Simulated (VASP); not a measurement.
# Co (Fm-3m) in VASP: single point with PBE

Aim: the single point of Co with PBE.

Everything below comes from runs of VASP 6.6.1. Logs are shortened: lines on timing, memory, paths and dates and some standing lists are left out, and cuts for length are marked.

## (1) The cell of the first run

It takes space group Fm-3m (No. 225, cubic). The conventional cell has a = 3.602 Å, b = 3.602 Å, c = 3.602 Å, α = 90.00°, β = 90.00°, γ = 90.00°. Within 3.4 Å of Co (site symmetry m-3m) lie 12 Co at 2.55 Å.

## (2) Single point, PBE, collinear spin, ferromagnetic start

File INCAR:

```
SYSTEM = Co
ALGO = Normal
EDIFF = 1E-6
ENCUT = 520
GGA = PE
ISIF = 2
ISMEAR = -1
ISPIN = 2
LASPH = .TRUE.
LCHARG = .FALSE.
LMAXMIX = 4
LORBIT = 11
LREAL = .FALSE.
LWAVE = .FALSE.
MAGMOM = 3
NBANDS = 14
NELM = 150
PREC = Accurate
SIGMA = 0.01
```

File KPOINTS:

```
k-points
0
G
  11 11 11
  0 0 0
```

File POSCAR:

```
Co
1.0
    0.0000000000      1.8011500000      1.8011500000
    1.8011500000      0.0000000000      1.8011500000
    1.8011500000      1.8011500000      0.0000000000
Co
1
Direct
    0.0000000000      0.0000000000      0.0000000000
```

Potentials or basis: VASP PAW PBE potentials, release 64 (Co).

The run is started by

```
$ cat potpaw_PBE.64/Co/POTCAR > POTCAR
$ mpirun -np 1 vasp_std > vasp.out
```

OUTCAR:

```text
SYSTEM = Co
   EDIFF = 1E-6
   ENCUT = 520
   GGA = PE
   ISIF = 2
   ISMEAR = -1
   ISPIN = 2
   LASPH = .TRUE.
   LORBIT = 11
   LREAL = .FALSE.
   NELM = 150
   PREC = Accurate

 ion  position               nearest neighbor table
   1  0.000  0.000  0.000-

  LATTYP: Found a face centered cubic cell.
 ALAT       =     3.6023000000

  Lattice vectors:

 A1 = (   0.0000000000,   1.8011500000,   1.8011500000)
 A2 = (   1.8011500000,   0.0000000000,   1.8011500000)
 A3 = (   1.8011500000,   1.8011500000,   0.0000000000)

Analysis of symmetry for initial positions (statically):
=====================================================================
 Subroutine PRICEL returns:
 Original cell was already a primitive cell.

 Routine SETGRP: Setting up the symmetry group for a
 face centered cubic supercell.

 Subroutine GETGRP returns: Found 48 space group operations
 (whereof 48 operations were pure point group operations)
 out of a pool of 48 trial point group operations.

The static configuration has the point symmetry O_h .

Analysis of symmetry for dynamics (positions and initial velocities):
=====================================================================
 Subroutine PRICEL returns:
 Original cell was already a primitive cell.

 Routine SETGRP: Setting up the symmetry group for a
 face centered cubic supercell.

 Subroutine GETGRP returns: Found 48 space group operations
 (whereof 48 operations were pure point group operations)
 out of a pool of 48 trial point group operations.

The dynamic configuration has the point symmetry O_h .

Analysis of structural, dynamic, and magnetic symmetry:
=====================================================================
 Subroutine PRICEL returns:
 Original cell was already a primitive cell.

 Routine SETGRP: Setting up the symmetry group for a
 face centered cubic supercell.

 Subroutine GETGRP returns: Found 48 space group operations
 (whereof 48 operations were pure point group operations)
 out of a pool of 48 trial point group operations.

The overall configuration has the point symmetry O_h .

 Subroutine INISYM returns: Found 48 space group operations
 (whereof 48 operations are pure point group operations),
 and found     1 'primitive' translations

----------------------------------------------------------------------------------------

                                     Primitive cell

  volume of cell :      11.6864

  direct lattice vectors                    reciprocal lattice vectors
     0.000000000  1.801150000  1.801150000    -0.277600422  0.277600422  0.277600422
     1.801150000  0.000000000  1.801150000     0.277600422 -0.277600422  0.277600422
     1.801150000  1.801150000  0.000000000     0.277600422  0.277600422 -0.277600422

  length of vectors
     2.547210758  2.547210758  2.547210758     0.480818035  0.480818035  0.480818035

  position of ions in fractional coordinates (direct lattice)
     0.000000000  0.000000000  0.000000000

  ion indices of the primitive-cell ions
   primitive index   ion index
                 1           1

----------------------------------------------------------------------------------------

 KPOINTS: k-points

Automatic generation of k-mesh.
 Grid dimensions read from file:
 generate k-points for:   11   11   11

 Generating k-lattice:

  Cartesian coordinates                     Fractional coordinates (reciprocal lattice)
    -0.025236402  0.025236402  0.025236402     0.090909091  0.000000000  0.000000000
     0.025236402 -0.025236402  0.025236402     0.000000000  0.090909091  0.000000000
     0.025236402  0.025236402 -0.025236402     0.000000000  0.000000000  0.090909091

  Length of vectors
     0.043710730  0.043710730  0.043710730

  Shift w.r.t. Gamma in fractional coordinates (k-lattice)
     0.000000000  0.000000000  0.000000000

 Subroutine IBZKPT returns following result:
 ===========================================

 Found     56 irreducible k-points:

 Following reciprocal coordinates:
            Coordinates               Weight
  0.000000  0.000000  0.000000      1.000000
  0.090909  0.000000  0.000000      8.000000
  0.181818  0.000000  0.000000      8.000000
  0.272727  0.000000  0.000000      8.000000
  0.363636  0.000000  0.000000      8.000000
  0.454545  0.000000  0.000000      8.000000
[... 16 lines left out ...]
 -0.272727  0.181818  0.000000     24.000000
 -0.181818  0.181818  0.000000     12.000000
 [... further k-points ...]
   k-points           NKPTS =     56   k-points in BZ     NKDIM =     56   number of bands    NBANDS=     14
   number of dos      NEDOS =    301   number of ions     NIONS =      1
   total plane-waves  NPLWV =   8000
   dimension x,y,z NGX =    20 NGY =   20 NGZ =   20
   dimension x,y,z NGXF=    40 NGYF=   40 NGZF=   40
   ions per type =               1
   NGX,Y,Z   is equivalent  to a cutoff of  13.05, 13.05, 13.05 a.u.
   NGXF,Y,Z  is equivalent  to a cutoff of  26.11, 26.11, 26.11 a.u.
 SYSTEM =  Co
   PREC   = accura    normal or accurate (medium, high low for compatibility)
   ISTART =      0    job   : 0-new  1-cont  2-samecut
   ICHARG =      2    charge: 1-file 2-atom 10-const
   ISPIN  =      2    spin polarized calculation?
   LNONCOLLINEAR =      F non collinear calculations
   LSORBIT =      F    spin-orbit coupling
   LASPH  =      T    aspherical Exc in radial PAW
   ENCUT  =  520.0 eV  38.22 Ry    6.18 a.u.   4.74  4.74  4.74*2*pi/ulx,y,z
   NELM   =    150;   NELMIN=  2; NELMDL= -5     # of ELM steps
   EDIFF  = 0.1E-05   stopping-criterion for ELM
   LREAL  =      F    real-space projection
   EDIFFG = 0.1E-04   stopping-criterion for IOM
   NSW    =      0    number of steps for IOM
   IBRION =     -1    ionic relax: 0-MD 1-quasi-New 2-CG
   NFREE  =      0    steps in history (QN), initial steepest desc. (CG)
   ISIF   =      2    stress and relaxation
   ISYM   =      2    0-nonsym 1-usesym 2-fastsym
   POTIM  = 0.5000    time-step for ionic-motion
   TEBEG  =    0.0;   TEEND  =   0.0 temperature during run
   PSTRESS=    0.0 pullay stress
   NELECT =       9.0000    total number of electrons
   NUPDOWN=      -1.0000    fix difference up-down
   EMIN   =  10.00;   EMAX   =-10.00  energy-range for DOS
   EFERMI =   0.00;   METHOD = LEGACY
   ISMEAR =    -1;   SIGMA  =   0.01  broadening in eV -4-tet -1-fermi 0-gaus
   EFERMI_NEDOS =   21; number of points for ismear=-14 and -15
   IALGO  =     38    algorithm
   IMIX   =      4    mixing-type and parameters
     AMIX     =   0.40;   BMIX     =  1.00
     AMIX_MAG =   1.60;   BMIX_MAG =  1.00
  volume/ion in A,a.u.               =      11.69        78.86
  Fermi-wavevector in a.u.,A,eV,Ry     =   1.500591  2.835707 30.637253  2.251775
  Thomas-Fermi vector in A             =   2.612072
   LORBIT       =     11    0 simple, 1 ext, 2 COOP (PROOUT), +10 PAW based schemes
   GGA     = PE    functional components
   LHFCALC =     F    Hartree Fock is set to
   AEXX    =    0.0000 exact exchange contribution
   IVDW    =     0    specifies the selected vdW correction
   LEPSILON=     F    determine dielectric tensor
   LRPA    =     F    only Hartree local field effects (RPA)
 spin polarized calculation
  energy-cutoff  :      520.00
  volume of cell :       11.69
 maximum number of plane-waves:       331
   NGX =  9   NGY =  9   NGZ =  9

 number of electron       9.0000004 magnetization       1.6026192

 Free energy of the ion-electron system (eV)
  ---------------------------------------------------
  ext. energy  EPLUGINS =         0.00000000
  ---------------------------------------------------
  free energy    TOTEN  =        -6.97700498 eV

  energy without entropy =       -6.97631888  energy(sigma->0) =       -6.97666193

 E-fermi :   9.3596     XC(G=0): -12.9734

 val. band max:        9.3479123074   @ k =   0.4545   0.3636   0.0000
 cond. band min:       9.3702327079   @ k =   0.2727   0.2727   0.0000
 fundamental gap:      0.0223204005
 Fermi energy:         9.3595860276

 spin component 1

 k-point     1 :       0.0000    0.0000    0.0000
  band No.  band energies     occupation
      1       0.7685      1.00000
      2       6.7487      1.00000
      3       6.7487      1.00000
      4       6.7487      1.00000
      5       7.6671      1.00000
      6       7.6671      1.00000
      7      31.7580      0.00000
      8      35.5472      0.00000
      9      35.5472      0.00000
     10      35.5472      0.00000
     11      38.4561      0.00000
     12      38.4561      0.00000
     13      38.4561      0.00000
     14      41.2464      0.00000

 k-point     2 :       0.0909    0.0000    0.0000
  band No.  band energies     occupation
      1       1.0777      1.00000
      2       6.6712      1.00000
      3       6.8161      1.00000
      4       6.8161      1.00000
      5       7.6417      1.00000
      6       7.6417      1.00000
      7      30.5805      0.00000
      8      33.1877      0.00000
      9      34.9800      0.00000
     10      34.9800      0.00000
     11      39.3237      0.00000
     12      39.3237      0.00000
     13      39.5187      0.00000
     14      43.8277      0.00000
[... 343 lines left out ...]
      1       4.7243      1.00000
      2       6.2607      1.00000
      3       6.4898      1.00000
      4       7.1181      1.00000
      5       7.7641      1.00000
      6       9.4544      0.00008
      7      20.2463      0.00000
      8      24.1579      0.00000
      9      32.4314      0.00000
     10      32.5960      0.00000
     11      38.7678      0.00000
     12      39.7005      0.00000
     13      44.0216      0.00000
     14      45.2211      0.00000

 k-point    24 :      -0.1818    0.1818    0.0000
  band No.  band energies     occupation
      1       3.6696      1.00000
      2       6.1833      1.00000
      3       6.7592      1.00000
      4       7.2552      1.00000
      5       7.3680      1.00000
      6       8.5665      1.00000
      7      24.0601      0.00000
      8      24.7940      0.00000
      9      34.1056      0.00000
     10      35.1101      0.00000
     11      36.9507      0.00000
     12      39.8628      0.00000
     13      40.6074      0.00000
     14      44.7570      0.00000

 [... further k-points ...]

 spin component 2

 k-point     1 :       0.0000    0.0000    0.0000
  band No.  band energies     occupation
      1       0.7454      1.00000
      2       8.3035      1.00000
      3       8.3035      1.00000
      4       8.3035      1.00000
      5       9.6139      0.00000
      6       9.6139      0.00000
      7      31.3911      0.00000
      8      35.6786      0.00000
      9      35.6786      0.00000
     10      35.6786      0.00000
     11      38.7062      0.00000
     12      38.7062      0.00000
     13      38.7062      0.00000
     14      40.8292      0.00000

 k-point     2 :       0.0909    0.0000    0.0000
  band No.  band energies     occupation
      1       1.0557      1.00000
      2       8.2006      1.00000
      3       8.3788      1.00000
      4       8.3788      1.00000
      5       9.5802      0.00000
      6       9.5802      0.00000
      7      30.5001      0.00000
      8      33.1270      0.00000
      9      35.1799      0.00000
     10      35.1799      0.00000
     11      39.4180      0.00000
     12      39.4797      0.00000
     13      39.4797      0.00000
     14      43.7384      0.00000
[... 343 lines left out ...]
      1       5.0597      1.00000
      2       7.4883      1.00000
      3       8.0659      1.00000
      4       8.8926      1.00000
      5       9.4977      0.00000
      6      11.0459      0.00000
      7      20.7189      0.00000
      8      24.4681      0.00000
      9      32.3949      0.00000
     10      32.9139      0.00000
     11      38.7010      0.00000
     12      39.9050      0.00000
     13      44.4054      0.00000
     14      46.8756      0.00000

 k-point    24 :      -0.1818    0.1818    0.0000
  band No.  band energies     occupation
      1       3.7429      1.00000
      2       7.5551      1.00000
      3       8.3697      1.00000
      4       8.9966      1.00000
      5       9.1126      1.00000
      6      10.3600      0.00000
      7      24.4281      0.00000
      8      25.0636      0.00000
      9      34.0477      0.00000
     10      35.3801      0.00000
     11      36.8376      0.00000
     12      40.0291      0.00000
     13      41.0823      0.00000
     14      46.0742      0.00000

 [... further k-points ...]

------------------------ aborting loop because EDIFF is reached ----------------------------------------

  FORCE on cell =-STRESS in cart. coord.  units (eV):
  Direction    XX          YY          ZZ          XY          YZ          ZX
  --------------------------------------------------------------------------------------
  -------------------------------------------------------------------------------------
  Total       -1.0268461     -1.0268461     -1.0268461      0.0000000     -0.0000000      0.0000000
  in kB     -140.7784845   -140.7784845   -140.7784845      0.0000000     -0.0000000      0.0000000
  external PRESSURE =    -140.7784845 kB  Pullay stress =       0.0000000 kB

 VOLUME and BASIS-vectors are now :
 -----------------------------------------------------------------------------
  energy-cutoff  :      520.00
  volume of cell :       11.69
      direct lattice vectors                 reciprocal lattice vectors
     0.000000000  1.801150000  1.801150000    -0.277600422  0.277600422  0.277600422
     1.801150000  0.000000000  1.801150000     0.277600422 -0.277600422  0.277600422
     1.801150000  1.801150000  0.000000000     0.277600422  0.277600422 -0.277600422

 POSITION                                       TOTAL-FORCE (eV/Angst)
 -----------------------------------------------------------------------------------
      0.00000      0.00000      0.00000        -0.000000     -0.000000      0.000000
 -----------------------------------------------------------------------------------
    total drift:                                0.000000     -0.000000      0.000000

  FREE ENERGIE OF THE ION-ELECTRON SYSTEM (eV)
  ---------------------------------------------------
  free  energy   TOTEN  =        -6.9770049812 eV

  energy  without entropy=       -6.9763188781  energy(sigma->0) =       -6.97666193

 total charge

# of ion       s       p       d       tot
------------------------------------------
    1        0.457   0.461   7.220   8.138

 magnetization (x)

# of ion       s       p       d       tot
------------------------------------------
    1       -0.015  -0.051   1.703   1.637
```

Run time: 16 s. Hardware: 1 thread of Intel Xeon 6975P-C, shared host; peak memory 0.14 GiB.

What came out:

- Free energy: -6.9770 eV
- Pressure: -14.1 GPa
- Net moment: 1.60 μB per cell
- Site moments: Co +1.64 μB
- Valence electrons inside the program's atomic spheres: Co 8.14
